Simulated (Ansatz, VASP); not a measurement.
C in VASP and in Ansatz

INCAR

```
SYSTEM = C
PREC = Accurate
ENCUT = 600
EDIFF = 1E-6
ISMEAR = 0
SIGMA = 0.02
LREAL = Auto
LASPH = .True.
NELM = 60
ALGO = Normal
ISIF = 3
LWAVE = .False.
LCHARG = .False.
GGA = PS
IBRION = 2
NSW = 65
EDIFFG = -0.01
```

The input KPOINTS:

```
regular mesh
0
Gamma
  12 12 2
  0 0 0
```

The input POSCAR:

```
C
1.0
    2.4988149889      0.0000000000      0.0000000000
   -1.2494074945      2.1640372598      0.0000000000
    0.0000000000      0.0000000000     16.6433434219
C
16
Direct
    0.0000000000      0.0000000000      0.0000000000
    0.0000000000      0.0000000000      0.0937500000
    0.3333333333      0.6666666667      0.1250000000
    0.3333333333      0.6666666667      0.2187500000
    0.0000000000      0.0000000000      0.2500000000
    0.0000000000      0.0000000000      0.3437500000
    0.3333333333      0.6666666667      0.3750000000
    0.3333333333      0.6666666667      0.4687500000
    0.0000000000      0.0000000000      0.5000000000
    0.0000000000      0.0000000000      0.5937500000
    0.6666666667      0.3333333333      0.6250000000
    0.6666666667      0.3333333333      0.7187500000
    0.0000000000      0.0000000000      0.7500000000
    0.0000000000      0.0000000000      0.8437500000
    0.6666666667      0.3333333333      0.8750000000
    0.6666666667      0.3333333333      0.9687500000
```

Input for Ansatz:

```yaml
crystal:
  lattice:
    - [2.4988149889, 0.0, 0.0]
    - [-1.2494074945, 2.1640372598, 0.0]
    - [0.0, 0.0, 16.6433434219]
  atoms:
    - { symbol: C, position: [0.0, 0.0, 0.0] }
    - { symbol: C, position: [0.0, 0.0, 0.09375] }
    - { symbol: C, position: [0.3333333333, 0.6666666667, 0.125] }
    - { symbol: C, position: [0.3333333333, 0.6666666667, 0.21875] }
    - { symbol: C, position: [0.0, 0.0, 0.25] }
    - { symbol: C, position: [0.0, 0.0, 0.34375] }
    - { symbol: C, position: [0.3333333333, 0.6666666667, 0.375] }
    - { symbol: C, position: [0.3333333333, 0.6666666667, 0.46875] }
    - { symbol: C, position: [0.0, 0.0, 0.5] }
    - { symbol: C, position: [0.0, 0.0, 0.59375] }
    - { symbol: C, position: [0.6666666667, 0.3333333333, 0.625] }
    - { symbol: C, position: [0.6666666667, 0.3333333333, 0.71875] }
    - { symbol: C, position: [0.0, 0.0, 0.75] }
    - { symbol: C, position: [0.0, 0.0, 0.84375] }
    - { symbol: C, position: [0.6666666667, 0.3333333333, 0.875] }
    - { symbol: C, position: [0.6666666667, 0.3333333333, 0.96875] }
basis:
  ecutwfc: 420
kpoints:
  mp_grid: { grid: [12, 12, 2] }
hamiltonian:
  xc: pbesol
scf:
  occupations: { method: gaussian, width: 0.02 }
output:
  forces: true
  stress: true
  eigenvalues: true
  populations: true
relax:
  adjacent_minimum: "off"
  f_tol: 0.01
  max_steps: 45
  cell: { stress_tol: 0.05 }
```

Alike in both runs: task relaxation of cell and atoms; functional PBEsol; k mesh 12 × 12 × 2; occupations gaussian, width 0.02 eV; no spin polarisation.

|  | VASP | Ansatz |
| --- | --- | --- |
| version | VASP 6.6.1 | Ansatz 0.2.0 |
| potentials or method | VASP PAW PBE potentials, release 64 (C), cutoff 600 eV | scalar-relativistic, plane waves, PAW |
| valence electrons in the cell | 64 | 64 |

|  | VASP | Ansatz | Ansatz less VASP |
| --- | --- | --- | --- |
| gap on the k mesh at the Fermi level, each at its own relaxed structure (eV) | 4.10 | 4.11 | +0.008 |
| relaxed volume (Å³/atom) | 5.63 | 5.62 | -0.005 |
| relaxed length of the cell vector where the two differ most in proportion (Å) | 2.503 | 2.502 | -0.0009 |

VASP's potentials were made for PBE, not for PBEsol.
